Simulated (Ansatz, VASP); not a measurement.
## Na2Al2O: VASP beside Ansatz

```
CELL_PARAMETERS angstrom
4.00146 0.00000 0.00000
-2.00073 3.46537 0.00000
0.00000 0.00000 6.31326
ATOMIC_POSITIONS crystal
Na 0.66667 0.33333 0.35647
Na 0.33333 0.66667 0.64353
Al 0.66667 0.33333 0.73937
Al 0.33333 0.66667 0.26063
O 0.00000 0.00000 0.00000
```

Change from the starting cell: species swapped into the TbAl2Ge2 type (P-3m1, No. 164).

Alike in both runs: task relaxation of cell and atoms; functional PBE; k mesh 6 × 6 × 4; occupations gaussian, width 0.1 eV; no spin polarisation.

```csv
,VASP,Ansatz
version,VASP 6.6.1,Ansatz 0.2.0
potentials or method,"VASP PAW PBE potentials, release 64 (Na_pv, Al, O), cutoff 600 eV","scalar-relativistic, plane waves, PAW"
valence electrons in the cell,26,30
```

Ansatz gave:

| Property | Result |
| --- | --- |
| gap on the k mesh at the Fermi level, each at its own relaxed structure (eV) | none |
| relaxed volume (Å³/atom) | 18.02 |
| relaxed cell length with the largest relative difference (Å) | 11.464 |

Q: Estimate VASP's values.

A: gap on the k mesh at the Fermi level, each at its own relaxed structure (eV): none; relaxed volume (Å³/atom): 16.59; relaxed cell length with the largest relative difference (Å): 10.223.

A gap of «none» marks a metal or a gap that the smearing closes. One of these differences is far larger than is usual between the two programs; its cause wasn't traced. VASP's potentials hold 26 valence electrons a cell and Ansatz's 30, so a difference there can come from the potentials and not from the codes.
